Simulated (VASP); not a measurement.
Here is a VASP 6.6.1 calculation.

File INCAR:

```
PREC     = Accurate       # precision mode
ENCUT    = 520            # plane-wave cutoff, eV
EDIFF    = 1E-6           # SCF threshold, eV
ISMEAR   = -1             # smearing method
SIGMA    = 0.05           # smearing width, eV
LREAL    = F              # projectors in reciprocal space
LASPH    = T              # aspherical terms in the spheres
NELM     = 60             # most SCF steps
ALGO     = Normal         # electronic algorithm
ISIF     = 2              # what is computed and relaxed
LWAVE    = F              # write WAVECAR
LCHARG   = T              # write CHGCAR
GGA      = RP             # functional
LELF     = T              # ELF
LVHAR    = T            
NBANDS   = 64             # bands
```

The input KPOINTS:

```
Automatic mesh
0
Gamma
  6 6 6
```

File POSCAR:

```
SnO2
1.0
   -3.2488970000      3.4144700000      3.4140210000
    3.2488970000     -3.4144700000      3.4140210000
    3.2488970000      3.4144700000     -3.4140210000
Sn O
4 8
Direct
    0.5000000000      0.0000000000      0.0000000000
    0.5000000000      0.5000000000      0.5000000000
    0.0035990000      0.7535990000      0.2500000000
    0.9964010000      0.2464010000      0.7500000000
    0.8064960000      0.8037740000      0.4972780000
    0.8064960000      0.3092180000      0.0027220000
    0.3024350000      0.2459400000      0.0564950000
    0.6894450000      0.2459400000      0.4435050000
    0.3105550000      0.7540600000      0.5564950000
    0.1935040000      0.6907820000      0.9972780000
    0.6975650000      0.7540600000      0.9435050000
    0.1935040000      0.1962260000      0.5027220000
```

Potentials or basis: VASP PAW PBE potentials, release 64 (Sn_d, O).

The run is started by

```sh
$ cat potpaw_PBE.64/Sn_d/POTCAR potpaw_PBE.64/O/POTCAR > POTCAR
$ mpirun -np 1 vasp_std > vasp.out
```

Q: Predict the band gap on the k mesh.

A: 0.70 eV.

Q: Predict the pressure.

A: 3.7 GPa.

Q: What does it give for the largest force?

A: 0.056 eV/Å.

Stress tensor (GPa, compression positive):
```
3.42 0.00 0.00
0.00 3.79 0.00
0.00 0.00 3.81
```

Caveat: the cell stands under pressure; semilocal functionals underestimate gaps, and a narrow one can read as zero; the PAW data sets were made with another functional, which shifts forces and pressure a little; spin-orbit coupling is left out, which moves the levels of the heavy elements.
